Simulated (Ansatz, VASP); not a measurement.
## Two plane-wave programs on Sb

File INCAR:

```
SYSTEM = Sb
ALGO     = Normal         ! electronic algorithm
EDIFF    = 1E-7           ! SCF threshold, eV
ENCUT    = 520            ! plane-wave cutoff, eV
GGA      = PE             ! functional
ISIF     = 2              ! what is computed and relaxed
ISMEAR   = -1             ! smearing method
LASPH    = .True.         ! aspherical terms in the spheres
LCHARG   = .False.        ! write CHGCAR
LREAL    = .False.        ! projectors in reciprocal space
LWAVE    = .False.        ! write WAVECAR
NBANDS   = 12             ! bands
NELM     = 80             ! most SCF steps
PREC     = Accurate       ! precision mode
SIGMA    = 0.2            ! smearing width, eV
```

The input KPOINTS:

```
k-points
0
Gamma
  9 9 9
  0 0 0
```

POSCAR

```
Sb
1.0
    2.1879029667      1.2631863668      3.8431731385
   -2.1879029667      1.2631863668      3.8431731385
    0.0000000000     -2.5263727336      3.8431731385
Sb
2
Direct
    0.2326795448      0.2326795448      0.2326795448
    0.7673204552      0.7673204552      0.7673204552
```

Input for Ansatz:

```yaml
crystal:
  lattice:
    - [2.1879029667, 1.2631863668, 3.8431731385]
    - [-2.1879029667, 1.2631863668, 3.8431731385]
    - [0.0, -2.5263727336, 3.8431731385]
  atoms:
    - { symbol: Sb, position: [0.2326795448, 0.2326795448, 0.2326795448] }
    - { symbol: Sb, position: [0.7673204552, 0.7673204552, 0.7673204552] }
hamiltonian:
  xc: pbe
  pseudopotentials:
    kind: paw
    azcp:
      Sb: "pseudopotentials/Sb.paw.azcp"
basis:
  ecutwfc: 420
  fft_grid_basis: typed
kpoints:
  mp_grid: { grid: [9, 9, 9], shift: [0, 0, 0] }
magnetization:
  spin_polarized: false
scf:
  occupations: { method: fermi_dirac, width: 0.2 }
  lower_state_search: "off"
output:
  stress: true
```

Alike in both runs: task single point; functional PBE; k mesh 9 × 9 × 9; occupations fermi-dirac, width 0.2 eV; no spin polarisation.

```csv
,VASP,Ansatz
version,VASP 6.6.1,Ansatz 0.2.0
potentials or method,"VASP PAW PBE potentials, release 64 (Sb), cutoff 520 eV","plane waves (420 eV) with PAW, scalar-relativistic"
valence electrons in the cell,10,30
```

```tsv
	VASP	Ansatz	Ansatz less VASP
pressure (GPa)	0.1	0.0	-0.04
traceless stress, the component that is largest in VASP (GPa)	0.06	0.09	+0.028
```

VASP's potentials hold 10 valence electrons a cell and Ansatz's 30, so a difference there can come from the potentials and not from the codes.

Neither program's run includes spin-orbit coupling.
